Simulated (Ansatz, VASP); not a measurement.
KZnSe3 in VASP and in Ansatz

The input INCAR:

```
PREC = Accurate
ENCUT = 520
EDIFF = 1E-6
ISMEAR = 0
SIGMA = 0.1
LREAL = False
LASPH = True
NELM = 100
ALGO = Normal
ISIF = 2
LWAVE = False
LCHARG = False
GGA = PE
NBANDS = 50
```

Contents of KPOINTS:

```
regular mesh
0
Gamma
  4 4 4
```

Contents of POSCAR:

```
KZnSe3
1.0
    7.2451444300      0.0000000000      0.0000000000
    0.0000000000      7.2451444300      0.0000000000
    0.0000000000      0.0000000000      5.1230907600
K Zn Se
2 2 6
Direct
    0.0000000000      0.0000000000      0.5000000000
    0.5000000000      0.5000000000      0.5000000000
    0.5000000000      0.0000000000      0.0262089800
    0.0000000000      0.5000000000      0.9737910200
    0.7500000000      0.7500000000      0.0000000000
    0.7500000000      0.2500000000      0.0000000000
    0.5000000000      0.0000000000      0.5000000000
    0.2500000000      0.2500000000      0.0000000000
    0.2500000000      0.7500000000      0.0000000000
    0.0000000000      0.5000000000      0.5000000000
```

Input for Ansatz:

```yaml
crystal:
  lattice:
    - [7.24514443, 0.0, 0.0]
    - [0.0, 7.24514443, 0.0]
    - [0.0, 0.0, 5.12309076]
  atoms:
    - { symbol: K, position: [0.0, 0.0, 0.5] }
    - { symbol: K, position: [0.5, 0.5, 0.5] }
    - { symbol: Zn, position: [0.5, 0.0, 0.02620898] }
    - { symbol: Zn, position: [0.0, 0.5, 0.97379102] }
    - { symbol: Se, position: [0.75, 0.75, 0.0] }
    - { symbol: Se, position: [0.75, 0.25, 0.0] }
    - { symbol: Se, position: [0.5, 0.0, 0.5] }
    - { symbol: Se, position: [0.25, 0.25, 0.0] }
    - { symbol: Se, position: [0.25, 0.75, 0.0] }
    - { symbol: Se, position: [0.0, 0.5, 0.5] }
basis:
  ecutwfc: 420
kpoints:
  mp_grid: { grid: [4, 4, 4] }
hamiltonian:
  xc: pbe
scf:
  occupations: { method: gaussian, width: 0.1 }
  lower_state_search: "off"
output:
  forces: true
  stress: true
  eigenvalues: true
```

Alike in both runs: task single point; functional PBE; k mesh 4 × 4 × 4; occupations gaussian, width 0.1 eV; no spin polarisation.

|  | VASP | Ansatz |
| --- | --- | --- |
| version | VASP 6.6.1 | Ansatz 0.2.0 |
| potentials or method | VASP PAW PBE potentials, release 64 (K_sv, Zn, Se), cutoff 520 eV | scalar-relativistic, plane waves, PAW |
| valence electrons in the cell | 78 | 138 |

```tsv
	VASP	Ansatz	Ansatz less VASP
gap on the k mesh at the Fermi level (eV)	none	none	-
pressure (GPa)	-0.3	-0.4	-0.10
traceless stress, the component that is largest in VASP (GPa)	0.18	0.17	-0.009
rms of the force components (eV/Å)	0.213	0.208	-0.0052
```

Atom by atom the forces differ by 0.005 eV/Å (rms over components). A gap of «none» marks a metal or a gap that the smearing closes. VASP's potentials hold 78 valence electrons a cell and Ansatz's 138, so a difference there can come from the potentials and not from the codes.
